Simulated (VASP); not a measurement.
A run of VASP 6.6.1 is set up as follows.

INCAR

```
SYSTEM = Ru8N
PREC = Accurate ; ENCUT = 520
EDIFF = 1E-6 ; ISMEAR = 0
SIGMA = 0.1 ; LREAL = .FALSE.
LASPH = .TRUE. ; NELM = 120
ALGO = Normal ; ISIF = 2
LWAVE = .FALSE. ; LCHARG = .FALSE.
LDIPOL = .TRUE. ; IDIPOL = 3
DIPOL = 0.5 0.5 0.319 ; GGA = PE
IVDW = 12 ; NBANDS = 132
GGA_COMPAT = .FALSE. ; NELMDL = -8
KPAR = 4
```

KPOINTS

```
Automatic mesh
0
G
  6 6 1
  0 0 0
```

File POSCAR:

```
Ru8N
1.0
    5.3951895594      0.0000000000      0.0000000000
   -2.6975947797      4.6723712167      0.0000000000
    0.0000000000      0.0000000000     25.0383144398
Ru N
16 2
Direct
    0.3333333333      0.1666666667      0.1597551628
    0.3333333333      0.6666666667      0.1597551628
    0.8333333333      0.1666666667      0.1597551628
    0.8333333333      0.6666666667      0.1597551628
    0.1666666667      0.3333333333      0.2449409688
    0.1666666667      0.8333333333      0.2449409688
    0.6666666667      0.3333333333      0.2449409688
    0.6666666667      0.8333333333      0.2449409688
    0.3333333333      0.1666666667      0.3299719610
    0.3333333333      0.6666666667      0.3299719610
    0.8333333333      0.1666666667      0.3299719610
    0.8333333333      0.6666666667      0.3299719610
    0.1666666667      0.3333333333      0.4128997766
    0.1666666667      0.8333333333      0.4128997766
    0.6666666667      0.3333333333      0.4128997766
    0.6666666667      0.8333333333      0.4128997766
    0.4166666667      0.5000000000      0.5566794232
    0.4166666667      0.5000000000      0.6006120930
```

Potentials or basis: VASP PAW PBE potentials, release 64 (Ru_pv, N).

The run is started by

```sh
$ cat potpaw_PBE.64/Ru_pv/POTCAR potpaw_PBE.64/N/POTCAR > POTCAR
$ mpirun -np 4 vasp_std > vasp.out
```

**Question.** What does it give for the largest force?

**Answer.** 2.140 eV/Å.

**Question.** Estimate the band gap on the k mesh.

**Answer.** Zero (bands 117 and 118 overlap by 1.26 eV).

**Question.** Predict the dispersion energy per atom.

**Answer.** -0.418 eV.

Forces in eV/Å, atoms in the order of the input:
```
Ru   0.002  0.003  0.513
Ru   0.002  0.000  0.515
Ru  -0.003  0.000  0.510
Ru  -0.002 -0.003  0.511
Ru   0.000 -0.001 -0.521
Ru  -0.002  0.000 -0.527
Ru   0.000  0.001 -0.522
Ru   0.002  0.000 -0.523
Ru   0.009 -0.006 -0.029
Ru  -0.005  0.009 -0.033
Ru  -0.007 -0.001  0.045
Ru   0.004 -0.002 -0.034
Ru  -0.012 -0.010  0.038
Ru  -0.007  0.001  0.016
Ru   0.017 -0.007  0.023
Ru   0.006  0.019  0.025
N   -0.008 -0.005 -2.140
N    0.002  0.001  2.133
```

Caveat: the standard files for N, O and F lose accuracy on very short bonds.
